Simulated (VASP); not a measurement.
**Pt: single point with LDA**

Crystal: Pt.

```xyz
1
Lattice="0.0000 1.9468 1.8787 1.7327 0.0000 1.8787 1.7327 1.9468 0.0000" Properties=species:S:1:pos:R:3 pbc="T T T"
Pt    0.0000    0.0000    0.0000
```

This cell differs from its parent crystal: normal strain along x -0.1100, normal strain along z -0.0350.

```yaml
Program: VASP 6.6.1
Task: single point
Functional: LDA
Potentials_or_basis: VASP PAW LDA potentials, release 64 (Pt)
Cutoff: 520 eV
k_mesh: 20 × 20 × 20
Occupations: gaussian, width 0.15 eV
Spin: no spin polarisation
```

| Quantity | Value |
| --- | --- |
| Pressure | 72.8 GPa |
| Band gap on the k mesh | zero (bands 5 and 6 overlap by 3.70 eV) |

Stress tensor (GPa, compression positive):
```
80.93  0.00  0.00
 0.00 62.68  0.00
 0.00  0.00 74.88
```

Levels at points of the mesh, in eV from the Fermi level:
| k point | band 3 | band 4 | band 5 | band 6 | band 7 | band 8 |
| --- | --- | --- | --- | --- | --- | --- |
| (0.00, 0.00, 0.00) | -5.07 | -4.00 | -3.08 | -1.30 | 14.15 | 18.26 |
| (0.50, 0.00, 0.00) | -4.26 | -1.10 | -0.28 | 0.56 | 7.51 | 13.44 |
| (0.50, 0.50, 0.00) | -0.13 | -0.02 | 1.21 | 1.43 | 10.70 | 11.56 |
| (0.50, 0.00, 0.50) | 0.10 | 0.27 | 0.45 | 1.09 | 9.59 | 12.39 |
| (0.00, 0.50, 0.50) | 0.09 | 0.49 | 1.08 | 3.10 | 10.51 | 10.92 |

Wall time 3.5 min on 1 thread of Intel Xeon 8259CL, with other jobs on the host, peak memory 0.27 GiB.

Caveat: the cell differs from its parent crystal (normal strain along x -0.1100, normal strain along z -0.0350); the stress differs along the axes, from 63 to 81 GPa; spin-orbit coupling is left out, which moves the levels of the heavy elements.
